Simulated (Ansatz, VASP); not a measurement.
**ZnSe in VASP and in Ansatz**

File INCAR:

```
ALGO = Normal
EDIFF = 1E-6
ENCUT = 520
GGA = PS
GGA_COMPAT = False
ISIF = 2
ISMEAR = 0
LASPH = True
LCHARG = False
LORBIT = 11
LORBMOM = True
LREAL = False
LSORBIT = True
LWAVE = False
MAGMOM = 0 0 0 0 0 0
NBANDS = 30
NELM = 150
PREC = Accurate
SIGMA = 0.01
```

File KPOINTS:

```
k-points
0
Gamma
  8 8 8
```

File POSCAR:

```
ZnSe
1.0
    2.6705530190      2.6705530190      0.0000000000
   -2.6705530190      2.6705530190      0.0000000000
    0.0000000000      2.6705530190      2.6705530190
Zn Se
1 1
Direct
    0.0000000000      0.0000000000      0.0000000000
    0.7500000000      0.2500000000      0.5000000000
```

Input for Ansatz:

```yaml
crystal:
  lattice:
    - [2.670553019, 2.670553019, 0.0]
    - [-2.670553019, 2.670553019, 0.0]
    - [0.0, 2.670553019, 2.670553019]
  atoms:
    - { symbol: Zn, position: [0.0, 0.0, 0.0] }
    - { symbol: Se, position: [0.75, 0.25, 0.5] }
kpoints:
  mp_grid: { grid: [8, 8, 8] }
scf:
  occupations: { method: fixed }
  convergence: { dr2_threshold: 1.0e-10 }
hamiltonian:
  xc: pbesol
  pseudopotentials: { kind: all_electron, lapw: { basis_error: 0.0005 } }
magnetization:
  noncollinear: true
  spin_orbit: true
output:
  forces: true
  stress: true
  eigenstates:
    kpoints:
      - [0.0, 0.0, 0.0]
      - [-0.5, -0.5, -0.5]
      - [-0.5, 0.5, 0.0]
      - [0.0, 0.0, -0.5]
      - [0.0, -0.5, -0.5]
      - [0.0, 0.5, 0.0]
      - [-0.5, 0.0, 0.0]
      - [-0.5, 0.0, -0.5]
  eigenvalues: true
```

Alike in both runs: task single point; functional PBEsol; k mesh 8 × 8 × 8; non-collinear spin, spin-orbit coupling.

|  | VASP | Ansatz |
| --- | --- | --- |
| version | VASP 6.6.1 | Ansatz 0.2.0 |
| potentials or method | VASP PAW PBE potentials, release 64 (Zn, Se), cutoff 520 eV | all-electron LAPW |
| occupations | gaussian, width 0.01 eV | fixed |

Ansatz gave:

| Quantity | Value |
| --- | --- |
| pressure (GPa) | 15.0 |
| net moment per atom (μB) | 0.00 |

**Question.** What did VASP give for the same quantities?

**Answer.** Pressure (GPa): 15.5; net moment per atom (μB): 0.00.

VASP's potentials were made for PBE, not for PBEsol. Ansatz ran all-electron here, and VASP with PAW potentials.
